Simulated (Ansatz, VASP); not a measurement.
# GaN in VASP and in Ansatz

INCAR

```
ALGO = Normal ; EDIFF = 1E-6
ENCUT = 1330 ; GGA = RP
GGA_COMPAT = F ; ISIF = 2
ISMEAR = 0 ; IVDW = 13
LASPH = T ; LCHARG = F
LREAL = F ; LWAVE = F
NBANDS = 16 ; NELM = 120
PREC = Accurate ; SIGMA = 0.05
```

Contents of KPOINTS:

```
k-points
0
Gamma
  10 10 10
```

POSCAR

```
GaN
1.0
    0.0000000000      2.0692100263      2.0692100263
    2.0692100263      0.0000000000      2.0692100263
    2.0692100263      2.0692100263      0.0000000000
Ga N
1 1
Direct
    0.5000000000      0.5000000000      0.5000000000
    0.0000000000      0.0000000000      0.0000000000
```

Input for Ansatz:

```yaml
crystal:
  lattice:
    - [0.0, 2.0692100263, 2.0692100263]
    - [2.0692100263, 0.0, 2.0692100263]
    - [2.0692100263, 2.0692100263, 0.0]
  atoms:
    - { symbol: Ga, position: [0.5, 0.5, 0.5] }
    - { symbol: "N", position: [0.0, 0.0, 0.0] }
basis:
  ecutwfc: 420
  ecutrho_ratio: 4
kpoints:
  mp_grid: { grid: [10, 10, 10] }
hamiltonian:
  xc: rpbe
  dispersion: d4
scf:
  occupations: { method: gaussian, width: 0.05 }
output:
  forces: true
  stress: true
  eigenvalues: true
```

Alike in both runs: task single point; functional RPBE; dispersion D4; k mesh 10 × 10 × 10; occupations gaussian, width 0.05 eV; no spin polarisation.

|  | VASP | Ansatz |
| --- | --- | --- |
| version | VASP 6.6.1 | Ansatz 0.2.0 |
| potentials or method | VASP PAW PBE potentials, release 64 (Ga_d, N_h), cutoff 1330 eV | scalar-relativistic, plane waves, PAW |
| valence electrons in the cell | 18 | 18 |

```csv
,VASP,Ansatz,Ansatz less VASP
gap on the k mesh at the Fermi level (eV),1.13,1.14,+0.013
least direct gap on the mesh (eV),3.59,3.57,-0.011
pressure (GPa),11.4,10.6,-0.82
```

VASP's potentials were made for PBE, not for RPBE.
